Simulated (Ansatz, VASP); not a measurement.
## One calculation of SnSe, two programs

File INCAR:

```
SYSTEM = SnSe
PREC     = Accurate       ! precision mode
ENCUT    = 500            ! plane-wave cutoff, eV
EDIFF    = 1E-6           ! SCF threshold, eV
ISMEAR   = -1             ! smearing method
SIGMA    = 0.02           ! smearing width, eV
LREAL    = .False.        ! projectors in reciprocal space
LASPH    = .True.         ! aspherical terms in the spheres
NELM     = 120            ! most SCF steps
ALGO     = Normal         ! electronic algorithm
ISIF     = 2              ! what is computed and relaxed
LWAVE    = .False.        ! write WAVECAR
LCHARG   = .False.        ! write CHGCAR
GGA      = PE             ! functional
NBANDS   = 17             ! bands
GGA_COMPAT= .False.
```

File KPOINTS:

```
Automatic mesh
0
Gamma
  8 8 8
  0 0 0
```

The input POSCAR:

```
SnSe
1.0
    0.0000000000      2.9720920222      3.0070541275
    2.9720920222      0.0000000000      3.0070541275
    2.9720920222      2.9720920222      0.0000000000
Sn Se
1 1
Direct
    0.0000000000      0.0000000000      0.0000000000
    0.5000000000      0.5000000000      0.5000000000
```

Input for Ansatz:

```yaml
crystal:
  lattice:
    - [0.0, 2.9720920222, 3.0070541275]
    - [2.9720920222, 0.0, 3.0070541275]
    - [2.9720920222, 2.9720920222, 0.0]
  atoms:
    - { symbol: Sn, position: [0.0, 0.0, 0.0] }
    - { symbol: Se, position: [0.5, 0.5, 0.5] }
kpoints:
  mp_grid: { grid: [8, 8, 8] }
  band_path:
    path:
      - [0.0, 0.0, 0.0]
      - [0.5, 0.0, 0.5]
      - [0.625, 0.25, 0.625]
      - [0.375, 0.375, 0.75]
      - [0.5, 0.5, 0.5]
      - [0.5, 0.25, 0.75]
      - [0.5, 0.475, 0.525]
      - [-0.059245, -0.05127, 0.483398]
      - [-0.041748, 0.01888, 0.478597]
    npoints: 1
hamiltonian:
  xc: pbe
scf:
  occupations: { method: fermi_dirac, width: 0.02 }
  n_extra_bands: 4
output:
  forces: true
  stress: true
  eigenvalues: true
```

Change from the starting cell: epitaxial_xy strain -1.0%.

Alike in both runs: task single point; functional PBE; k mesh 8 × 8 × 8; occupations fermi-dirac, width 0.02 eV; no spin polarisation.

|  | VASP | Ansatz |
| --- | --- | --- |
| version | VASP 6.6.1 | Ansatz 0.2.0 |
| potentials or method | VASP PAW PBE potentials, release 64 (Sn_d, Se) | plane waves, PAW |
| plane-wave cutoff (eV) | 500 | 420 |
| valence electrons in the cell | 20 | 30 |

Ansatz gave:

```
pressure (GPa)                                                : 2.4
traceless stress, the component that is largest in VASP (GPa) : -1.03
```

Question: What did VASP give for the same quantities?

Answer: Pressure (GPa): 2.4; traceless stress, the component that is largest in VASP (GPa): -1.04.

VASP's potentials hold 20 valence electrons a cell and Ansatz's 30, so a difference there can come from the potentials and not from the codes.
